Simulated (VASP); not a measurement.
# SnSe (I4mm) in VASP: notebook

The runs below take SnSe through single point, with PBEsol.

All numbers are computed with VASP 6.6.1; they aren't measurements. Logs are shortened: lines on timing, memory, paths and dates and some standing lists are left out, and cuts for length are marked.

**1. The cell of the first run**

The structure is tetragonal, space group I4mm (No. 107). The conventional cell has a = 4.257 Å, b = 4.257 Å, c = 6.020 Å, α = 90.00°, β = 90.00°, γ = 90.00°. Sn (site symmetry 4mm) has 6 Se at 2.75 to 3.27 Å within 3.6 Å. Se (site symmetry 4mm) has 6 Sn at 2.75 to 3.27 Å within 3.6 Å.

**2. Single point, PBEsol**

INCAR

```
SYSTEM = SnSe
PREC = Accurate
ENCUT = 520
EDIFF = 1E-6
ISMEAR = 0
SIGMA = 0.05
LREAL = .False.
LASPH = .True.
NELM = 100
ALGO = Normal
ISIF = 2
LWAVE = .False.
LCHARG = .False.
GGA = PS
NBANDS = 17
```

KPOINTS

```
regular mesh
0
Gamma
  8 8 8
  0 0 0
```

POSCAR

```
SnSe
1.0
    0.0000000000      3.0100000000      3.0100000000
    3.0100000000      0.0000000000      3.0100000000
    3.0100000000      3.0100000000      0.0000000000
Sn Se
1 1
Direct
    0.0000000000      0.0000000000      0.0000000000
    0.4563953488      0.4563953488      0.5436046512
```

Potentials or basis: VASP PAW PBE potentials, release 64 (Sn_d, Se).

Run with:

```console
> cat potpaw_PBE.64/Sn_d/POTCAR potpaw_PBE.64/Se/POTCAR > POTCAR
> mpirun -np 1 vasp_std > vasp.out
```

OUTCAR:

```text
SYSTEM = SnSe
   PREC = Accurate
   ENCUT = 520
   EDIFF = 1E-6
   ISMEAR = 0
   LREAL = .False.
   LASPH = .True.
   NELM = 100
   ISIF = 2
   GGA = PS

 ion  position               nearest neighbor table
   1  0.000  0.000  0.000-   2 2.75   2 3.02   2 3.02   2 3.02   2 3.02   2 3.27
   2  0.456  0.456  0.544-   1 2.75   1 3.02   1 3.02   1 3.02   1 3.02   1 3.27

  LATTYP: Found a face centered cubic cell.
 ALAT       =     6.0200000000

  Lattice vectors:

 A1 = (   0.0000000000,   3.0100000000,   3.0100000000)
 A2 = (   3.0100000000,   0.0000000000,   3.0100000000)
 A3 = (   3.0100000000,   3.0100000000,   0.0000000000)

Analysis of symmetry for initial positions (statically):
=====================================================================
 Subroutine PRICEL returns:
 Original cell was already a primitive cell.

 Routine SETGRP: Setting up the symmetry group for a
 face centered cubic supercell.

 Subroutine GETGRP returns: Found  8 space group operations
 (whereof  8 operations were pure point group operations)
 out of a pool of 48 trial point group operations.

The static configuration has the point symmetry C_4v.

Analysis of symmetry for dynamics (positions and initial velocities):
=====================================================================
 Subroutine PRICEL returns:
 Original cell was already a primitive cell.

 Routine SETGRP: Setting up the symmetry group for a
 face centered cubic supercell.

 Subroutine GETGRP returns: Found  8 space group operations
 (whereof  8 operations were pure point group operations)
 out of a pool of 48 trial point group operations.

The dynamic configuration has the point symmetry C_4v.

 Subroutine INISYM returns: Found  8 space group operations
 (whereof  8 operations are pure point group operations),
 and found     1 'primitive' translations

----------------------------------------------------------------------------------------

                                     Primitive cell

  volume of cell :      54.5418

  direct lattice vectors                    reciprocal lattice vectors
     0.000000000  3.010000000  3.010000000    -0.166112957  0.166112957  0.166112957
     3.010000000  0.000000000  3.010000000     0.166112957 -0.166112957  0.166112957
     3.010000000  3.010000000  0.000000000     0.166112957  0.166112957 -0.166112957

[... 73 lines left out ...]
 SYSTEM =  SnSe
   PREC   = accura    normal or accurate (medium, high low for compatibility)
   ISTART =      0    job   : 0-new  1-cont  2-samecut
   ICHARG =      2    charge: 1-file 2-atom 10-const
   ISPIN  =      1    spin polarized calculation?
   LNONCOLLINEAR =      F non collinear calculations
   LSORBIT =      F    spin-orbit coupling
   LASPH  =      T    aspherical Exc in radial PAW
   ENCUT  =  520.0 eV  38.22 Ry    6.18 a.u.   7.91  7.91  7.91*2*pi/ulx,y,z
   NELM   =    100;   NELMIN=  2; NELMDL= -5     # of ELM steps
   EDIFF  = 0.1E-05   stopping-criterion for ELM
   LREAL  =      F    real-space projection
   EDIFFG = 0.1E-04   stopping-criterion for IOM
   NSW    =      0    number of steps for IOM
   IBRION =     -1    ionic relax: 0-MD 1-quasi-New 2-CG
   NFREE  =      0    steps in history (QN), initial steepest desc. (CG)
   ISIF   =      2    stress and relaxation
   ISYM   =      2    0-nonsym 1-usesym 2-fastsym
   POTIM  = 0.5000    time-step for ionic-motion
   TEBEG  =    0.0;   TEEND  =   0.0 temperature during run
   PSTRESS=    0.0 pullay stress
   NELECT =      20.0000    total number of electrons
   NUPDOWN=      -1.0000    fix difference up-down
   EMIN   =  10.00;   EMAX   =-10.00  energy-range for DOS
   EFERMI =   0.00;   METHOD = LEGACY
   ISMEAR =     0;   SIGMA  =   0.05  broadening in eV -4-tet -1-fermi 0-gaus
   EFERMI_NEDOS =   21; number of points for ismear=-14 and -15
   IALGO  =     38    algorithm
   IMIX   =      4    mixing-type and parameters
     AMIX     =   0.40;   BMIX     =  1.00
     AMIX_MAG =   1.60;   BMIX_MAG =  1.00
  volume/ion in A,a.u.               =      27.27       184.03
  Fermi-wavevector in a.u.,A,eV,Ry     =   1.171768  2.214321 18.681350  1.373040
  Thomas-Fermi vector in A             =   2.308207
   LORBIT       =      0    0 simple, 1 ext, 2 COOP (PROOUT), +10 PAW based schemes
   GGA     = PS    functional components
   LHFCALC =     F    Hartree Fock is set to
   AEXX    =    0.0000 exact exchange contribution
   IVDW    =     0    specifies the selected vdW correction
   LEPSILON=     F    determine dielectric tensor
   LRPA    =     F    only Hartree local field effects (RPA)
 non-spin polarized calculation
 Gauss-broadening in eV      SIGMA  =   0.05
  energy-cutoff  :      520.00
  volume of cell :       54.54
 maximum number of plane-waves:      1480
   NGX = 15   NGY = 15   NGZ = 15

 number of electron      20.0000005 magnetization

 Free energy of the ion-electron system (eV)
  ---------------------------------------------------
  ext. energy  EPLUGINS =         0.00000000
  ---------------------------------------------------
  free energy    TOTEN  =        -8.95794357 eV

  energy without entropy =       -8.95794357  energy(sigma->0) =       -8.95794357

 E-fermi :   5.4905     XC(G=0):  -9.7620

 val. band max:        5.2272555808   @ k =  -0.2500   0.1250   0.0000
 cond. band min:       6.1001615534   @ k =  -0.3750   0.1250   0.0000
 fundamental gap:      0.8729059726
 Fermi energy:         5.4904576041

 k-point     1 :       0.0000    0.0000    0.0000
  band No.  band energies     occupation
      1     -16.0050      2.00000
      2     -16.0037      2.00000
      3     -15.9967      2.00000
      4     -15.9921      2.00000
      5     -15.9921      2.00000
      6      -8.5183      2.00000
[... 457 lines left out ...]
      4     -15.9798      2.00000
      5     -15.9772      2.00000
      6      -7.4378      2.00000
[... 9 lines left out ...]
     16      16.0168      0.00000
     17      16.7657      0.00000

 [... further k-points ...]
[... 5 lines left out ...]
  --------------------------------------------------------------------------------------
  -------------------------------------------------------------------------------------
  Total       -0.5280797     -0.5280797      0.2083995      0.0000000      0.0000000      0.0000000
  in kB      -15.5124556    -15.5124556      6.1217807      0.0000000      0.0000000      0.0000000
  external PRESSURE =      -8.3010435 kB  Pullay stress =       0.0000000 kB

 VOLUME and BASIS-vectors are now :
 -----------------------------------------------------------------------------
  energy-cutoff  :      520.00
  volume of cell :       54.54
      direct lattice vectors                 reciprocal lattice vectors
     0.000000000  3.010000000  3.010000000    -0.166112957  0.166112957  0.166112957
     3.010000000  0.000000000  3.010000000     0.166112957 -0.166112957  0.166112957
     3.010000000  3.010000000  0.000000000     0.166112957  0.166112957 -0.166112957

 POSITION                                       TOTAL-FORCE (eV/Angst)
 -----------------------------------------------------------------------------------
      0.00000      0.00000      0.00000         0.000000      0.000000     -0.244159
      3.01000      3.01000      2.74750         0.000000      0.000000      0.244159
 -----------------------------------------------------------------------------------
    total drift:                                0.000000      0.000000     -0.000547

  FREE ENERGIE OF THE ION-ELECTRON SYSTEM (eV)
  ---------------------------------------------------
  free  energy   TOTEN  =        -8.9579435736 eV

  energy  without entropy=       -8.9579435736  energy(sigma->0) =       -8.95794357
```

OSZICAR:

```text
N       E                     dE             d eps       ncg     rms          rms(c)
DAV:   1     0.132354000652E+03    0.13235E+03   -0.98439E+03  2043   0.143E+03
DAV:   2     0.350622054326E+01   -0.12885E+03   -0.12469E+03  2199   0.348E+02
DAV:   3    -0.879296990147E+01   -0.12299E+02   -0.12213E+02  2385   0.938E+01
DAV:   4    -0.911214813458E+01   -0.31918E+00   -0.31874E+00  2474   0.160E+01
DAV:   5    -0.912125986681E+01   -0.91117E-02   -0.91112E-02  2902   0.264E+00    0.315E+00
DAV:   6    -0.896289398774E+01    0.15837E+00   -0.38154E-01  2971   0.404E+00    0.190E+00
DAV:   7    -0.895817511825E+01    0.47189E-02   -0.64940E-02  2432   0.129E+00    0.873E-01
DAV:   8    -0.895801469747E+01    0.16042E-03   -0.63387E-03  2568   0.658E-01    0.767E-02
DAV:   9    -0.895792496954E+01    0.89728E-04   -0.10009E-03  2800   0.244E-01    0.468E-02
DAV:  10    -0.895794186474E+01   -0.16895E-04   -0.10918E-04  2461   0.658E-02    0.934E-03
DAV:  11    -0.895794367517E+01   -0.18104E-05   -0.72941E-06  2717   0.216E-02    0.416E-03
DAV:  12    -0.895794357360E+01    0.10158E-06   -0.71497E-07  1436   0.682E-03
   1 F= -.89579436E+01 E0= -.89579436E+01  d E =-.523819E-15
```

stdout:

```text
POSCAR found type information on POSCAR SnSe
 POSCAR found :  2 types and       2 ions
 scaLAPACK will be used
 -----------------------------------------------------------------------------
|                                                                             |
|                                                                             |
|     You enforced a specific xc type in the INCAR file but a different       |
|     I HOPE YOU KNOW WHAT YOU ARE DOING!                                     |
|                                                                             |
 -----------------------------------------------------------------------------

 LDA part: xc-table for (Slater+PW92), standard interpolation
 POSCAR, INCAR and KPOINTS ok, starting setup
 FFT: planning ... GRIDC
 FFT: planning ... GRID_SOFT
 FFT: planning ... GRID
 WAVECAR not read
 entering main loop
```

Run time: 28 s. Hardware: 1 thread of Intel Xeon Platinum 8259CL at 2.50GHz (Skylake/Cascade Lake), shared host; peak memory 0.2 GiB.

What came out:

```yaml
Free_energy: -8.9579 eV
Pressure: -0.8 GPa
Largest_force: 0.244 eV/Å
Band_gap_on_the_k_mesh: 0.87 eV, indirect (least direct gap 0.89 eV)
```

Forces on the atoms (eV/Å):
```
Sn   0.000  0.000 -0.244
Se   0.000  0.000  0.244
```

Stress tensor (GPa, compression positive):
```
-1.55  0.00  0.00
 0.00 -1.55  0.00
 0.00  0.00  0.61
```

Caveat: the cell differs from its parent crystal (all Se atoms moved +0.263 Å, as atom 2 towards its neighbour atom 1 (Sn) at 3.010 Å); the PAW data sets were made with another functional, which shifts forces and pressure a little; spin-orbit coupling is left out, which moves the levels of the heavy elements. A k mesh can miss the band edges.

**3. Single point, PBEsol**

INCAR

```
SYSTEM = SnSe
ALGO = Normal
EDIFF = 1E-7
ENCUT = 520
GGA = PS
ISIF = 2
ISMEAR = 0
LASPH = .TRUE.
LCHARG = .TRUE.
LELF = .TRUE.
LREAL = .FALSE.
LVHAR = .TRUE.
LWAVE = .FALSE.
NBANDS = 17
NELM = 60
PREC = Accurate
SIGMA = 0.05
```

KPOINTS

```
k-points
0
G
  8 8 8
  0 0 0
```

Changes to POSCAR since step 2:

```diff
@@ -9,2 +9,2 @@
     0.0000000000      0.0000000000      0.0000000000
-    0.4563953488      0.4563953488      0.5436046512
+    0.4688538206      0.4688538206      0.5311461794
```

Potentials or basis: VASP PAW PBE potentials, release 64 (Sn_d, Se).

Run with:

```console
> cat potpaw_PBE.64/Sn_d/POTCAR potpaw_PBE.64/Se/POTCAR > POTCAR
> mpirun -np 1 vasp_std > vasp.out
```

OUTCAR:

```text
SYSTEM = SnSe
   EDIFF = 1E-7
   ENCUT = 520
   GGA = PS
   ISIF = 2
   ISMEAR = 0
   LASPH = .TRUE.
   LREAL = .FALSE.
   NELM = 60
   PREC = Accurate

 ion  position               nearest neighbor table
   1  0.000  0.000  0.000-   2 2.82   2 3.02   2 3.02   2 3.02   2 3.02   2 3.20
   2  0.469  0.469  0.531-   1 2.82   1 3.02   1 3.02   1 3.02   1 3.02   1 3.20

  LATTYP: Found a face centered cubic cell.
 ALAT       =     6.0200000000

  Lattice vectors:

 A1 = (   0.0000000000,   3.0100000000,   3.0100000000)
 A2 = (   3.0100000000,   0.0000000000,   3.0100000000)
 A3 = (   3.0100000000,   3.0100000000,   0.0000000000)

Analysis of symmetry for initial positions (statically):
=====================================================================
 Subroutine PRICEL returns:
 Original cell was already a primitive cell.

 Routine SETGRP: Setting up the symmetry group for a
 face centered cubic supercell.

 Subroutine GETGRP returns: Found  8 space group operations
 (whereof  8 operations were pure point group operations)
 out of a pool of 48 trial point group operations.

The static configuration has the point symmetry C_4v.
[... 155 lines left out ...]
  ext. energy  EPLUGINS =         0.00000000
  ---------------------------------------------------
  free energy    TOTEN  =        -8.96988717 eV

  energy without entropy =       -8.96988717  energy(sigma->0) =       -8.96988717

 E-fermi :   5.4932     XC(G=0):  -9.7689

 val. band max:        5.2879687060   @ k =   0.5000   0.0000   0.0000
 cond. band min:       6.0768914600   @ k =  -0.3750   0.1250   0.0000
 fundamental gap:      0.7889227540
 Fermi energy:         5.4931710387

 k-point     1 :       0.0000    0.0000    0.0000
  band No.  band energies     occupation
      1     -16.0212      2.00000
      2     -16.0202      2.00000
      3     -16.0157      2.00000
      4     -16.0142      2.00000
      5     -16.0142      2.00000
      6      -8.4783      2.00000
[... 457 lines left out ...]
      4     -16.0022      2.00000
      5     -15.9993      2.00000
      6      -7.4035      2.00000
[... 9 lines left out ...]
     16      16.0469      0.00000
     17      16.7777      0.00000

 [... further k-points ...]
[... 5 lines left out ...]
  --------------------------------------------------------------------------------------
  -------------------------------------------------------------------------------------
  Total       -0.5855529     -0.5855529     -0.2331598      0.0000000     -0.0000000      0.0000000
  in kB      -17.2007451    -17.2007451     -6.8491213      0.0000000     -0.0000000      0.0000000
  external PRESSURE =     -13.7502038 kB  Pullay stress =       0.0000000 kB

 VOLUME and BASIS-vectors are now :
 -----------------------------------------------------------------------------
  energy-cutoff  :      520.00
  volume of cell :       54.54
      direct lattice vectors                 reciprocal lattice vectors
     0.000000000  3.010000000  3.010000000    -0.166112957  0.166112957  0.166112957
     3.010000000  0.000000000  3.010000000     0.166112957 -0.166112957  0.166112957
     3.010000000  3.010000000  0.000000000     0.166112957  0.166112957 -0.166112957

 POSITION                                       TOTAL-FORCE (eV/Angst)
 -----------------------------------------------------------------------------------
      0.00000      0.00000      0.00000         0.000000      0.000000     -0.089904
      3.01000      3.01000      2.82250         0.000000      0.000000      0.089904
 -----------------------------------------------------------------------------------
    total drift:                                0.000000      0.000000      0.000291

  FREE ENERGIE OF THE ION-ELECTRON SYSTEM (eV)
  ---------------------------------------------------
  free  energy   TOTEN  =        -8.9698871665 eV

  energy  without entropy=       -8.9698871665  energy(sigma->0) =       -8.96988717
```

OSZICAR:

```text
N       E                     dE             d eps       ncg     rms          rms(c)
DAV:   1     0.132113813161E+03    0.13211E+03   -0.98413E+03  2042   0.143E+03
DAV:   2     0.343474470698E+01   -0.12868E+03   -0.12445E+03  2206   0.348E+02
DAV:   3    -0.881331054472E+01   -0.12248E+02   -0.12164E+02  2393   0.935E+01
DAV:   4    -0.912746141214E+01   -0.31415E+00   -0.31375E+00  2493   0.158E+01
DAV:   5    -0.913655280334E+01   -0.90914E-02   -0.90910E-02  2877   0.265E+00    0.307E+00
DAV:   6    -0.897431577199E+01    0.16224E+00   -0.39548E-01  2994   0.408E+00    0.184E+00
DAV:   7    -0.897003218626E+01    0.42836E-02   -0.65318E-02  2425   0.127E+00    0.867E-01
DAV:   8    -0.896998350547E+01    0.48681E-04   -0.64148E-03  2557   0.669E-01    0.779E-02
DAV:   9    -0.896986537207E+01    0.11813E-03   -0.10398E-03  2845   0.247E-01    0.451E-02
DAV:  10    -0.896988556327E+01   -0.20191E-04   -0.10447E-04  2450   0.630E-02    0.912E-03
DAV:  11    -0.896988721723E+01   -0.16540E-05   -0.69700E-06  2707   0.209E-02    0.318E-03
DAV:  12    -0.896988716650E+01    0.50725E-07   -0.60263E-07  2549   0.664E-03
   1 F= -.89698872E+01 E0= -.89698872E+01  d E =-.106728E-10
```

stdout:

```text
POSCAR found type information on POSCAR SnSe
 POSCAR found :  2 types and       2 ions
 scaLAPACK will be used
 -----------------------------------------------------------------------------
|                                                                             |
|                                                                             |
|     You enforced a specific xc type in the INCAR file but a different       |
|     I HOPE YOU KNOW WHAT YOU ARE DOING!                                     |
|                                                                             |
 -----------------------------------------------------------------------------

 LDA part: xc-table for (Slater+PW92), standard interpolation
 POSCAR, INCAR and KPOINTS ok, starting setup
 FFT: planning ... GRIDC
 FFT: planning ... GRID_SOFT
 FFT: planning ... GRID
 WAVECAR not read
 entering main loop
```

Run time: 29 s. Hardware: 1 thread of Intel Xeon Platinum 8259CL at 2.50GHz (Skylake/Cascade Lake), shared host; peak memory 0.21 GiB.

What came out:

| Property | Result |
| --- | --- |
| Free energy | -8.9699 eV |
| Pressure | -1.4 GPa |
| Largest force | 0.090 eV/Å |
| Band gap on the k mesh | 0.79 eV, indirect (least direct gap 0.80 eV) |

Forces on the atoms (eV/Å):
```
Sn   0.000  0.000 -0.090
Se   0.000  0.000  0.090
```

Caveat: the cell differs from its parent crystal (all Se atoms moved +0.188 Å, as atom 2 towards its neighbour atom 1 (Sn) at 3.010 Å); the PAW data sets were made with another functional, which shifts forces and pressure a little; spin-orbit coupling is left out, which moves the levels of the heavy elements. A k mesh can miss the band edges.
